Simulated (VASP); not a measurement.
Runs of VASP 6.6.1 on Sb2Au3. The structure is that of space group R-3m (No. 166), or close to it. The cells are those of the table. 

| task | cell | k mesh | cutoff (eV) | gap on the mesh (eV) | pressure (GPa) | largest force (eV/Å) |
| --- | --- | --- | --- | --- | --- | --- |
| single point | a = 5.479 Å, angles 105.8°, 5 atoms | 3 × 3 × 3 | 520 | none | 0.0 | (a) |
| single point | a = 5.461 Å, angles 105.3°, 5 atoms | 6 × 6 × 6 | 520 | none | -0.1 | 0.06 |
| relaxation of cell and atoms | relaxed from a = 5.439 Å, angles 90.9°, 5 atoms | 3 × 3 × 3 | 600 | none | -0.1 | 0.03 |
| single point | a = 5.439 Å, angles 90.9°, 5 atoms | 3 × 3 × 3 | 520 | none | 31.8 | (b) |

Alike in all rows: level PBE; potentials or basis VASP PAW PBE potentials, release 64 (Sb, Au); no spin polarisation; smearing gaussian 0.1 eV.

Q: Estimate the missing entries.

A: (a) 0.02; (b) 0.86.

Caveats: some runs use coarse meshes; spin-orbit coupling is left out, which moves the levels of the heavy elements.

A k mesh can miss the band edges, and the runs leave out spin-orbit coupling on Au, Sb.

A gap of «none» marks levels without a gap at the run's occupations.
